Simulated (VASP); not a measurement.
# CaO (Fm-3m) in VASP: single point with LDA

Aim: the single point of CaO with LDA.

Everything below comes from runs of VASP 6.6.1. Logs are shortened: lines on timing, memory, paths and dates and some standing lists are left out, and cuts for length are marked.

## Step 1: The cell of the first run

The structure is cubic, space group Fm-3m (No. 225). The conventional cell has a = 4.604 Å, b = 4.604 Å, c = 4.604 Å, α = 90.00°, β = 90.00°, γ = 90.00°. Ca (site symmetry m-3m) has 6 O at 2.30 Å within 3.0 Å. Within 3.0 Å of O (site symmetry m-3m) lie 6 Ca at 2.30 Å.

## Step 2: Single point, LDA

Input file INCAR:

```
SYSTEM = CaO
PREC = Accurate
ENCUT = 1340
EDIFF = 1E-6
ISMEAR = 0
SIGMA = 0.01
LREAL = .False.
LASPH = .True.
NELM = 120
ALGO = Normal
ISIF = 2
LWAVE = .False.
LCHARG = .False.
NBANDS = 15
GGA_COMPAT = .False.
```

Input file KPOINTS:

```
Automatic mesh
0
Gamma
  8 8 8
  0 0 0
```

Input file POSCAR:

```
CaO
1.0
    2.3019540576      2.3019540576      0.0000000000
   -2.3019540576      2.3019540576      0.0000000000
    0.0000000000      2.3019540576      2.3019540576
Ca O
1 1
Direct
    0.0000000000      0.0000000000      0.0000000000
    0.5000000000      0.5000000000      0.0000000000
```

Potentials or basis: VASP PAW LDA potentials, release 64 (Ca_sv, O_h).

On the command line:

```console
> cat potpaw_LDA.64/Ca_sv/POTCAR potpaw_LDA.64/O_h/POTCAR > POTCAR
> mpirun -np 1 vasp_std > vasp.out
```

OUTCAR:

```text
SYSTEM = CaO
   PREC = Accurate
   ENCUT = 1340
   EDIFF = 1E-6
   ISMEAR = 0
   LREAL = .False.
   LASPH = .True.
   NELM = 120
   ISIF = 2

 ion  position               nearest neighbor table
   1  0.000  0.000  0.000-   2 2.30   2 2.30   2 2.30   2 2.30   2 2.30   2 2.30
   2  0.500  0.500  0.000-   1 2.30   1 2.30   1 2.30   1 2.30   1 2.30   1 2.30

  LATTYP: Found a face centered cubic cell.
 ALAT       =     4.6039081152

  Lattice vectors:

 A1 = (   0.0000000000,   2.3019540576,   2.3019540576)
 A2 = (   2.3019540576,   0.0000000000,   2.3019540576)
 A3 = (   2.3019540576,   2.3019540576,   0.0000000000)

Analysis of symmetry for initial positions (statically):
=====================================================================
 Subroutine PRICEL returns:
 Original cell was already a primitive cell.

 Routine SETGRP: Setting up the symmetry group for a
 face centered cubic supercell.

 Subroutine GETGRP returns: Found 48 space group operations
 (whereof 48 operations were pure point group operations)
 out of a pool of 48 trial point group operations.

The static configuration has the point symmetry O_h .

Analysis of symmetry for dynamics (positions and initial velocities):
=====================================================================
 Subroutine PRICEL returns:
 Original cell was already a primitive cell.

 Routine SETGRP: Setting up the symmetry group for a
 face centered cubic supercell.

 Subroutine GETGRP returns: Found 48 space group operations
 (whereof 48 operations were pure point group operations)
 out of a pool of 48 trial point group operations.

The dynamic configuration has the point symmetry O_h .

 Subroutine INISYM returns: Found 48 space group operations
 (whereof 48 operations are pure point group operations),
 and found     1 'primitive' translations

----------------------------------------------------------------------------------------

                                     Primitive cell

  volume of cell :      24.3961

  direct lattice vectors                    reciprocal lattice vectors
     2.301954058  2.301954058  0.000000000     0.217206768  0.217206768 -0.217206768
    -2.301954058  2.301954058  0.000000000    -0.217206768  0.217206768 -0.217206768
     0.000000000  2.301954058  2.301954058     0.000000000  0.000000000  0.434413535

  length of vectors
     3.255454648  3.255454648  3.255454648     0.376213157  0.376213157  0.434413535

  position of ions in fractional coordinates (direct lattice)
     0.000000000  0.000000000  0.000000000
     0.500000000  0.500000000  0.000000000

  ion indices of the primitive-cell ions
   primitive index   ion index
                 1           1
                 2           2

----------------------------------------------------------------------------------------

 KPOINTS: Automatic mesh

Automatic generation of k-mesh.
 Grid dimensions read from file:
 generate k-points for:    8    8    8

 Generating k-lattice:

  Cartesian coordinates                     Fractional coordinates (reciprocal lattice)
     0.027150846  0.027150846 -0.027150846     0.125000000  0.000000000  0.000000000
    -0.027150846  0.027150846 -0.027150846     0.000000000  0.125000000  0.000000000
     0.000000000  0.000000000  0.054301692     0.000000000  0.000000000  0.125000000

  Length of vectors
     0.047026645  0.047026645  0.054301692

  Shift w.r.t. Gamma in fractional coordinates (k-lattice)
     0.000000000  0.000000000  0.000000000

 Subroutine IBZKPT returns following result:
 ===========================================

 Found     29 irreducible k-points:

 Following reciprocal coordinates:
            Coordinates               Weight
  0.000000  0.000000  0.000000      1.000000
  0.125000  0.000000  0.000000      8.000000
  0.250000  0.000000  0.000000      8.000000
  0.375000  0.000000  0.000000      8.000000
  0.500000  0.000000  0.000000      4.000000
  0.125000  0.125000  0.000000     12.000000
[... 16 lines left out ...]
  0.375000  0.250000  0.125000     48.000000
  0.500000  0.250000  0.125000     24.000000
 [... further k-points ...]
   k-points           NKPTS =     29   k-points in BZ     NKDIM =     29   number of bands    NBANDS=     15
   number of dos      NEDOS =    301   number of ions     NIONS =      2
   total plane-waves  NPLWV =  64000
   dimension x,y,z NGX =    40 NGY =   40 NGZ =   40
   dimension x,y,z NGXF=    80 NGYF=   80 NGZF=   80
   ions per type =               1   1
   NGX,Y,Z   is equivalent  to a cutoff of  20.43, 20.43, 20.43 a.u.
   NGXF,Y,Z  is equivalent  to a cutoff of  40.85, 40.85, 40.85 a.u.
 SYSTEM =  CaO
   PREC   = accura    normal or accurate (medium, high low for compatibility)
   ISTART =      0    job   : 0-new  1-cont  2-samecut
   ICHARG =      2    charge: 1-file 2-atom 10-const
   ISPIN  =      1    spin polarized calculation?
   LNONCOLLINEAR =      F non collinear calculations
   LSORBIT =      F    spin-orbit coupling
   LASPH  =      T    aspherical Exc in radial PAW
   ENCUT  = 1340.0 eV  98.49 Ry    9.92 a.u.   9.72  9.72  9.72*2*pi/ulx,y,z
   NELM   =    120;   NELMIN=  2; NELMDL= -5     # of ELM steps
   EDIFF  = 0.1E-05   stopping-criterion for ELM
   LREAL  =      F    real-space projection
   EDIFFG = 0.1E-04   stopping-criterion for IOM
   NSW    =      0    number of steps for IOM
   IBRION =     -1    ionic relax: 0-MD 1-quasi-New 2-CG
   NFREE  =      0    steps in history (QN), initial steepest desc. (CG)
   ISIF   =      2    stress and relaxation
   ISYM   =      2    0-nonsym 1-usesym 2-fastsym
   POTIM  = 0.5000    time-step for ionic-motion
   TEBEG  =    0.0;   TEEND  =   0.0 temperature during run
   PSTRESS=    0.0 pullay stress
   NELECT =      16.0000    total number of electrons
   NUPDOWN=      -1.0000    fix difference up-down
   EMIN   =  10.00;   EMAX   =-10.00  energy-range for DOS
   EFERMI =   0.00;   METHOD = LEGACY
   ISMEAR =     0;   SIGMA  =   0.01  broadening in eV -4-tet -1-fermi 0-gaus
   EFERMI_NEDOS =   21; number of points for ismear=-14 and -15
   IALGO  =     38    algorithm
   IMIX   =      4    mixing-type and parameters
     AMIX     =   0.40;   BMIX     =  1.00
     AMIX_MAG =   1.60;   BMIX_MAG =  1.00
  volume/ion in A,a.u.               =      12.20        82.32
  Fermi-wavevector in a.u.,A,eV,Ry     =   1.422356  2.687862 27.525883  2.023095
  Thomas-Fermi vector in A             =   2.543068
   LORBIT       =      0    0 simple, 1 ext, 2 COOP (PROOUT), +10 PAW based schemes
   GGA     = CA    functional components
   LHFCALC =     F    Hartree Fock is set to
   AEXX    =    0.0000 exact exchange contribution
   IVDW    =     0    specifies the selected vdW correction
   LEPSILON=     F    determine dielectric tensor
   LRPA    =     F    only Hartree local field effects (RPA)
 non-spin polarized calculation
 Gauss-broadening in eV      SIGMA  =   0.01
  energy-cutoff  :     1340.00
  volume of cell :       24.40
 maximum number of plane-waves:      2764
   NGX = 19   NGY = 19   NGZ = 19

 number of electron      16.0000000 magnetization

 Free energy of the ion-electron system (eV)
  ---------------------------------------------------
  ext. energy  EPLUGINS =         0.00000000
  ---------------------------------------------------
  free energy    TOTEN  =       -14.16586462 eV

  energy without entropy =      -14.16586462  energy(sigma->0) =      -14.16586462

 E-fermi :   3.1852     XC(G=0): -11.6821

 val. band max:        3.1359860445   @ k =   0.0000   0.0000   0.0000
 cond. band min:       6.4925434401   @ k =   0.5000   0.5000   0.0000
 fundamental gap:      3.3565573956
 Fermi energy:         3.1851570794

 k-point     1 :       0.0000    0.0000    0.0000
  band No.  band energies     occupation
      1     -33.4539      2.00000
      2     -14.3691      2.00000
      3     -14.3691      2.00000
      4     -14.3691      2.00000
      5     -12.3229      2.00000
      6       3.1360      2.00000
      7       3.1360      2.00000
      8       3.1360      2.00000
      9       8.8262      0.00000
     10       9.5236      0.00000
     11       9.5236      0.00000
     12       9.5236      0.00000
     13      11.3313      0.00000
     14      11.3313      0.00000
     15      18.7118      0.00000

 k-point     2 :       0.1250    0.0000    0.0000
  band No.  band energies     occupation
      1     -33.4255      2.00000
      2     -14.7952      2.00000
      3     -14.3806      2.00000
      4     -14.3806      2.00000
      5     -11.8964      2.00000
      6       2.5430      2.00000
      7       2.8621      2.00000
      8       2.8621      2.00000
      9       9.4287      0.00000
     10       9.5973      0.00000
     11       9.8415      0.00000
     12       9.8415      0.00000
     13      11.7971      0.00000
     14      11.7971      0.00000
     15      19.4864      0.00000

 k-point     3 :       0.2500    0.0000    0.0000
  band No.  band energies     occupation
      1     -33.3563      2.00000
      2     -15.5080      2.00000
      3     -14.4080      2.00000
      4     -14.4080      2.00000
      5     -11.1793      2.00000
      6       1.3992      2.00000
      7       2.2880      2.00000
      8       2.2880      2.00000
      9       9.6274      0.00000
     10      10.6806      0.00000
     11      10.6806      0.00000
     12      11.0411      0.00000
     13      12.9014      0.00000
     14      12.9014      0.00000
     15      20.3084      0.00000
[... 343 lines left out ...]
 k-point    23 :       0.3750    0.2500    0.1250
  band No.  band energies     occupation
      1     -33.2501      2.00000
      2     -15.7970      2.00000
      3     -14.7347      2.00000
      4     -14.5273      2.00000
      5     -10.9607      2.00000
      6       0.8809      2.00000
      7       1.8327      2.00000
      8       2.2000      2.00000
      9       9.1783      0.00000
     10      11.2823      0.00000
     11      12.2528      0.00000
     12      12.5677      0.00000
     13      14.0799      0.00000
     14      15.4130      0.00000
     15      19.4218      0.00000

 k-point    24 :       0.5000    0.2500    0.1250
  band No.  band energies     occupation
      1     -33.2267      2.00000
      2     -15.8907      2.00000
      3     -14.7582      2.00000
      4     -14.5705      2.00000
      5     -10.8924      2.00000
      6       0.8262      2.00000
      7       1.8629      2.00000
      8       1.8634      2.00000
      9      10.2716      0.00000
     10      10.3437      0.00000
     11      12.6154      0.00000
     12      13.0715      0.00000
     13      14.4133      0.00000
     14      16.2490      0.00000
     15      18.5647      0.00000

 [... further k-points ...]

------------------------ aborting loop because EDIFF is reached ----------------------------------------

  FORCE on cell =-STRESS in cart. coord.  units (eV):
  Direction    XX          YY          ZZ          XY          YZ          ZX
  --------------------------------------------------------------------------------------
  -------------------------------------------------------------------------------------
  Total        1.7078045      1.7078045      1.7078045     -0.0000000      0.0000000      0.0000000
  in kB      112.1576198    112.1576198    112.1576198     -0.0000000      0.0000000      0.0000000
  external PRESSURE =     112.1576198 kB  Pullay stress =       0.0000000 kB

 VOLUME and BASIS-vectors are now :
 -----------------------------------------------------------------------------
  energy-cutoff  :     1340.00
  volume of cell :       24.40
      direct lattice vectors                 reciprocal lattice vectors
     2.301954058  2.301954058  0.000000000     0.217206768  0.217206768 -0.217206768
    -2.301954058  2.301954058  0.000000000    -0.217206768  0.217206768 -0.217206768
     0.000000000  2.301954058  2.301954058     0.000000000  0.000000000  0.434413535

 POSITION                                       TOTAL-FORCE (eV/Angst)
 -----------------------------------------------------------------------------------
      0.00000      0.00000      0.00000        -0.000000     -0.000000      0.000000
      0.00000      2.30195      0.00000         0.000000      0.000000      0.000000
 -----------------------------------------------------------------------------------
    total drift:                                0.000000     -0.000000     -0.000000

  FREE ENERGIE OF THE ION-ELECTRON SYSTEM (eV)
  ---------------------------------------------------
  free  energy   TOTEN  =       -14.1658646224 eV

  energy  without entropy=      -14.1658646224  energy(sigma->0) =      -14.16586462
```

Run time: 33 s. Hardware: 1 thread of Intel Xeon 6975P-C (Granite Rapids), shared host; peak memory 0.23 GiB.

What came out:

```
Free energy            : -14.1659 eV
Pressure               : 11.2 GPa
Band gap on the k mesh : 3.36 eV (least direct gap 3.68 eV)
```

Caveat: the cell stands under pressure.
